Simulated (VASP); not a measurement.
# Ga (Cmcm) in VASP: a series of runs, part 2 of 3

VASP 6.6.1.

## 4. Single point, LDA (19.06 Å³/atom)

This run uses another cell than the first one, of 19.06 Å³/atom.

Contents of INCAR:

```
  ALGO = Normal
  EDIFF = 1E-7
  ENCUT = 520
  GGA = CA
  ISIF = 2
  ISMEAR = -1
  LASPH = True
  LCHARG = False
  LREAL = False
  LWAVE = False
  NBANDS = 20
  NELM = 100
  PREC = Accurate
  SIGMA = 0.08
```

Contents of KPOINTS:

```
k-points
0
Gamma
  12 12 10
```

Contents of POSCAR:

```
Ga
1.0
    1.4596029289     -4.0919213144      0.0000000000
    1.4596029289      4.0919213144      0.0000000000
    0.0000000000      0.0000000000      3.1909939893
Ga
2
Direct
    0.8670000000      0.1330000000      0.2500000000
    0.1330000000      0.8670000000      0.7500000000
```

Potentials or basis: VASP PAW LDA potentials, release 64 (Ga_d).

The run is started by

```console
cat potpaw_LDA.64/Ga_d/POTCAR > POTCAR
mpirun -np 1 vasp_std > vasp.out
```

OUTCAR:

```text
EDIFF = 1E-7
   ENCUT = 520
   GGA = CA
   ISIF = 2
   ISMEAR = -1
   LASPH = True
   LREAL = False
   NELM = 100
   PREC = Accurate

 ion  position               nearest neighbor table
   1  0.867  0.133  0.250-   2 2.70   2 2.70   2 2.89   2 2.89   2 2.89   2 2.89
   2  0.133  0.867  0.750-   1 2.70   1 2.70   1 2.89   1 2.89   1 2.89   1 2.89

  LATTYP: Found a base centered orthorhombic cell.
 ALAT       =     2.9192058578
 B/A-ratio  =     2.8034482758
 C/A-ratio  =     1.0931034482

  Lattice vectors:

 A1 = (   1.4596029289,  -4.0919213144,   0.0000000000)
 A2 = (   1.4596029289,   4.0919213144,   0.0000000000)
 A3 = (   0.0000000000,   0.0000000000,   3.1909939893)

Analysis of symmetry for initial positions (statically):
=====================================================================
 Subroutine PRICEL returns:
 Original cell was already a primitive cell.

 Routine SETGRP: Setting up the symmetry group for a
 base centered orthorhombic supercell.

 Subroutine GETGRP returns: Found  8 space group operations
 (whereof  4 operations were pure point group operations)
 out of a pool of  8 trial point group operations.

The static configuration has the point symmetry C_2h.
 The point group associated with its full space group is D_2h.

Analysis of symmetry for dynamics (positions and initial velocities):
=====================================================================
 Subroutine PRICEL returns:
 Original cell was already a primitive cell.

 Routine SETGRP: Setting up the symmetry group for a
 base centered orthorhombic supercell.

 Subroutine GETGRP returns: Found  8 space group operations
 (whereof  4 operations were pure point group operations)
 out of a pool of  8 trial point group operations.

The dynamic configuration has the point symmetry C_2h.
 The point group associated with its full space group is D_2h.

 Subroutine INISYM returns: Found  8 space group operations
 (whereof  4 operations are pure point group operations),
 and found     1 'primitive' translations

----------------------------------------------------------------------------------------

                                     Primitive cell

  volume of cell :      38.1169

  direct lattice vectors                    reciprocal lattice vectors
     1.459602929 -4.091921314  0.000000000     0.342558918 -0.122191988  0.000000000
     1.459602929  4.091921314  0.000000000     0.342558918  0.122191988  0.000000000
     0.000000000  0.000000000  3.190993989     0.000000000  0.000000000  0.313381975

  length of vectors
     4.344451721  4.344451721  3.190993989     0.363699731  0.363699731  0.313381975

  position of ions in fractional coordinates (direct lattice)
     0.867000000  0.133000000  0.250000000
     0.133000000  0.867000000  0.750000000

  ion indices of the primitive-cell ions
   primitive index   ion index
                 1           1
                 2           2

----------------------------------------------------------------------------------------

 KPOINTS: k-points

Automatic generation of k-mesh.
 Grid dimensions read from file:
 generate k-points for:   12   12   10

 Generating k-lattice:

  Cartesian coordinates                     Fractional coordinates (reciprocal lattice)
     0.028546576 -0.010182666  0.000000000     0.083333333  0.000000000  0.000000000
     0.028546576  0.010182666  0.000000000     0.000000000  0.083333333  0.000000000
     0.000000000  0.000000000  0.031338198     0.000000000  0.000000000  0.100000000

  Length of vectors
     0.030308311  0.030308311  0.031338198

  Shift w.r.t. Gamma in fractional coordinates (k-lattice)
     0.000000000  0.000000000  0.000000000

 Subroutine IBZKPT returns following result:
 ===========================================

 Found    258 irreducible k-points:

 Following reciprocal coordinates:
            Coordinates               Weight
  0.000000  0.000000  0.000000      1.000000
  0.083333  0.000000  0.000000      4.000000
  0.166667  0.000000  0.000000      4.000000
  0.250000  0.000000  0.000000      4.000000
  0.333333  0.000000  0.000000      4.000000
  0.416667  0.000000  0.000000      4.000000
[... 16 lines left out ...]
  0.500000  0.166667  0.000000      4.000000
 -0.416667  0.166667  0.000000      4.000000
 [... further k-points ...]
   k-points           NKPTS =    258   k-points in BZ     NKDIM =    258   number of bands    NBANDS=     20
   number of dos      NEDOS =    301   number of ions     NIONS =      2
   total plane-waves  NPLWV =  24576
   dimension x,y,z NGX =    32 NGY =   32 NGZ =   24
   dimension x,y,z NGXF=    64 NGYF=   64 NGZF=   48
   ions per type =               2
   NGX,Y,Z   is equivalent  to a cutoff of  12.25, 12.25, 12.50 a.u.
   NGXF,Y,Z  is equivalent  to a cutoff of  24.49, 24.49, 25.01 a.u.
 SYSTEM =  unknown system
   PREC   = accura    normal or accurate (medium, high low for compatibility)
   ISTART =      0    job   : 0-new  1-cont  2-samecut
   ICHARG =      2    charge: 1-file 2-atom 10-const
   ISPIN  =      1    spin polarized calculation?
   LNONCOLLINEAR =      F non collinear calculations
   LSORBIT =      F    spin-orbit coupling
   LASPH  =      T    aspherical Exc in radial PAW
   ENCUT  =  520.0 eV  38.22 Ry    6.18 a.u.   8.08  8.08  5.93*2*pi/ulx,y,z
   NELM   =    100;   NELMIN=  2; NELMDL= -5     # of ELM steps
   EDIFF  = 0.1E-06   stopping-criterion for ELM
   LREAL  =      F    real-space projection
   EDIFFG = 0.1E-05   stopping-criterion for IOM
   NSW    =      0    number of steps for IOM
   IBRION =     -1    ionic relax: 0-MD 1-quasi-New 2-CG
   NFREE  =      0    steps in history (QN), initial steepest desc. (CG)
   ISIF   =      2    stress and relaxation
   ISYM   =      2    0-nonsym 1-usesym 2-fastsym
   POTIM  = 0.5000    time-step for ionic-motion
   TEBEG  =    0.0;   TEEND  =   0.0 temperature during run
   PSTRESS=    0.0 pullay stress
   NELECT =      26.0000    total number of electrons
   NUPDOWN=      -1.0000    fix difference up-down
   EMIN   =  10.00;   EMAX   =-10.00  energy-range for DOS
   EFERMI =   0.00;   METHOD = LEGACY
   ISMEAR =    -1;   SIGMA  =   0.08  broadening in eV -4-tet -1-fermi 0-gaus
   EFERMI_NEDOS =   21; number of points for ismear=-14 and -15
   IALGO  =     38    algorithm
   IMIX   =      4    mixing-type and parameters
     AMIX     =   0.40;   BMIX     =  1.00
     AMIX_MAG =   1.60;   BMIX_MAG =  1.00
  volume/ion in A,a.u.               =      19.06       128.61
  Fermi-wavevector in a.u.,A,eV,Ry     =   1.441097  2.723279 28.256052  2.076761
  Thomas-Fermi vector in A             =   2.559768
   LORBIT       =      0    0 simple, 1 ext, 2 COOP (PROOUT), +10 PAW based schemes
   GGA     = CA    functional components
   LHFCALC =     F    Hartree Fock is set to
   AEXX    =    0.0000 exact exchange contribution
   IVDW    =     0    specifies the selected vdW correction
   LEPSILON=     F    determine dielectric tensor
   LRPA    =     F    only Hartree local field effects (RPA)
 non-spin polarized calculation
  energy-cutoff  :      520.00
  volume of cell :       38.12
 maximum number of plane-waves:      1047
   NGX = 17   NGY = 17   NGZ = 11

 number of electron      26.0000012 magnetization

 Free energy of the ion-electron system (eV)
  ---------------------------------------------------
  ext. energy  EPLUGINS =         0.00000000
  ---------------------------------------------------
  free energy    TOTEN  =        -7.08956527 eV

  energy without entropy =       -7.07203507  energy(sigma->0) =       -7.08080017

 E-fermi :   5.2064     XC(G=0): -11.2307

 val. band max:        5.2038434784   @ k =   0.1667   0.0000   0.0000
 cond. band min:       5.2346010138   @ k =   0.3333   0.2500   0.4000
 fundamental gap:      0.0307575354
 Fermi energy:         5.2064442170

 k-point     1 :       0.0000    0.0000    0.0000
  band No.  band energies     occupation
      1     -10.0340      2.00000
      2     -10.0146      2.00000
      3      -9.9478      2.00000
      4      -9.9308      2.00000
      5      -9.7522      2.00000
      6      -9.7380      2.00000
[... 12 lines left out ...]
     19      16.1500      0.00000
     20      16.9053      0.00000
[... 507 lines left out ...]
 k-point    24 :      -0.4167    0.1667    0.0000
  band No.  band energies     occupation
      1      -9.9594      2.00000
      2      -9.9386      2.00000
      3      -9.9220      2.00000
      4      -9.8598      2.00000
      5      -9.8234      2.00000
      6      -9.7687      2.00000
[... 12 lines left out ...]
     19      15.6777      0.00000
     20      17.7149      0.00000

 [... further k-points ...]

------------------------ aborting loop because EDIFF is reached ----------------------------------------

  FORCE on cell =-STRESS in cart. coord.  units (eV):
  Direction    XX          YY          ZZ          XY          YZ          ZX
  --------------------------------------------------------------------------------------
  -------------------------------------------------------------------------------------
  Total       -1.5289307     -0.8931224     -0.8120219      0.0000000      0.0000000      0.0000000
  in kB      -64.2658707    -37.5408031    -34.1318912      0.0000000      0.0000000      0.0000000
  external PRESSURE =     -45.3128550 kB  Pullay stress =       0.0000000 kB

 VOLUME and BASIS-vectors are now :
 -----------------------------------------------------------------------------
  energy-cutoff  :      520.00
  volume of cell :       38.12
      direct lattice vectors                 reciprocal lattice vectors
     1.459602929 -4.091921314  0.000000000     0.342558918 -0.122191988  0.000000000
     1.459602929  4.091921314  0.000000000     0.342558918  0.122191988  0.000000000
     0.000000000  0.000000000  3.190993989     0.000000000  0.000000000  0.313381975

 POSITION                                       TOTAL-FORCE (eV/Angst)
 -----------------------------------------------------------------------------------
      1.45960     -3.00347      0.79775         0.000000      0.169857     -0.000000
      1.45960      3.00347      2.39325         0.000000     -0.169857      0.000000
 -----------------------------------------------------------------------------------
    total drift:                                0.000000      0.000000     -0.000000

  FREE ENERGIE OF THE ION-ELECTRON SYSTEM (eV)
  ---------------------------------------------------
  free  energy   TOTEN  =        -7.0895652730 eV

  energy  without entropy=       -7.0720350712  energy(sigma->0) =       -7.08080017
```

stdout:

```text
POSCAR found type information on POSCAR Ga
 POSCAR found :  1 types and       2 ions
 scaLAPACK will be used
 LDA part: xc-table for (Slater(with rela. corr.)+CA(PZ))
 , standard interpolation
 POSCAR, INCAR and KPOINTS ok, starting setup
 FFT: planning ... GRIDC
 FFT: planning ... GRID_SOFT
 FFT: planning ... GRID
 WAVECAR not read
 entering main loop
```

Wall time 45 s (1 thread of Intel Xeon 6975P-C (Granite Rapids), shared host); peak memory 0.26 GiB.

What came out:

| Property | Result |
| --- | --- |
| Free energy | -7.0896 eV |
| Pressure | -4.5 GPa |
| Largest force | 0.170 eV/Å |
| Band gap on the k mesh | zero (bands 13 and 14 overlap by 9.13 eV) |

Forces on the atoms (eV/Å):
```
Ga   0.000  0.170  0.000
Ga   0.000 -0.170  0.000
```

Caveat: the cell stands under tension.

(Part 2 of 3 ends here.)

The gap in the log of VASP goes by the Fermi energy; the results here count the filled bands.